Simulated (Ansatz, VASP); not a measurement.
# One calculation of Hg3Pt, two programs

```
Hg Pt
1.0
     4.34422    0.00000    0.00000
     0.00000    4.34422    0.00000
     0.00000    0.00000    4.34422
Hg Pt
3 1
Direct
  0.00000 0.50000 0.50000
  0.50000 0.00000 0.50000
  0.50000 0.50000 0.00000
  0.00000 0.00000 0.00000
```

Alike in both runs: task single point; functional PBE; k mesh 5 × 5 × 5; occupations fermi-dirac, width 0.15 eV; no spin polarisation.

```csv
,VASP,Ansatz
version,VASP 6.6.1,Ansatz 0.2.0
potentials or method,"VASP PAW PBE potentials, release 64 (Hg, Pt)","plane waves, PAW"
plane-wave cutoff (eV),500,420
valence electrons in the cell,46,78
```

Ansatz gave:

- pressure (GPa): -0.9

Estimate VASP's values.

pressure (GPa): -0.3.

VASP's potentials hold 46 valence electrons a cell and Ansatz's 78, so a difference there can come from the potentials and not from the codes.

Spin-orbit coupling is off throughout.
